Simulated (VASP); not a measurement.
## Al2O3: single point with PBE

Al2O3:

```
CELL_PARAMETERS angstrom
2.34071 1.35141 4.61384
-2.34071 1.35141 4.61384
0.00000 -2.70281 4.61384
ATOMIC_POSITIONS crystal
Al 0.85213 0.85213 0.85213
Al 0.64787 0.64787 0.64787
Al 0.14787 0.14787 0.14787
Al 0.35213 0.35213 0.35213
O 0.05616 0.44384 0.75000
O 0.75000 0.05616 0.44384
O 0.44384 0.75000 0.05616
O 0.94384 0.55616 0.25000
O 0.25000 0.94384 0.55616
O 0.55616 0.25000 0.94384
```

```yaml
Program: VASP 6.6.1
Task: single point
Functional: PBE
Potentials_or_basis: VASP PAW PBE potentials, release 64 (Al, O)
Cutoff: 520 eV
k_mesh: 6 × 6 × 6
Occupations: gaussian, width 0.05 eV
Spin: no spin polarisation
Dipole_correction: no
Further_INCAR_settings: ALGO = Normal; EDIFF = 1e-06; NBANDS = 35
```

| Property | Result |
| --- | --- |
| Pressure | 1.3 GPa |
| Largest force | 0.372 eV/Å |
| Band gap on the k mesh | 5.51 eV |

Forces on the atoms (eV/Å):
```
Al   0.000  0.000 -0.372
Al   0.000  0.000  0.372
Al   0.000  0.000  0.372
Al   0.000  0.000 -0.372
O    0.193  0.000  0.000
O   -0.097  0.168  0.000
O   -0.097 -0.168  0.000
O   -0.193  0.000  0.000
O    0.097 -0.168  0.000
O    0.097  0.168  0.000
```

Stress tensor (GPa, compression positive):
```
 12.19   0.00   0.00
  0.00  12.19   0.00
  0.00   0.00 -20.48
```

Levels at points of the mesh, in eV from the valence-band top:
| k point | band 20 | band 21 | band 22 | band 23 | band 24 | band 25 | band 26 | band 27 | band 28 | band 29 |
| --- | --- | --- | --- | --- | --- | --- | --- | --- | --- | --- |
| (0.00, 0.00, 0.00) | -0.74 | -0.49 | -0.49 | 0.00 | 0.00 | 5.51 | 9.33 | 9.85 | 10.10 | 10.10 |
| (0.50, 0.00, 0.00) | -1.43 | -1.06 | -1.06 | -0.56 | -0.56 | 8.46 | 8.46 | 9.04 | 9.04 | 11.46 |
| (0.50, 0.50, 0.00) | -1.42 | -1.16 | -1.09 | -0.92 | -0.52 | 8.66 | 9.24 | 9.82 | 9.92 | 10.29 |
| (0.50, 0.50, 0.50) | -2.30 | -0.28 | -0.28 | -0.28 | -0.28 | 8.35 | 8.35 | 10.39 | 10.39 | 11.72 |

Run time: 3.2 min on 1 thread of Intel Xeon 8259CL, with other jobs on the host, peak memory 0.26 GiB.

Caveat: the stress differs along the axes, from -20 to 12 GPa. Expect the measured gap to be larger: semilocal functionals such as PBE lack the derivative discontinuity.
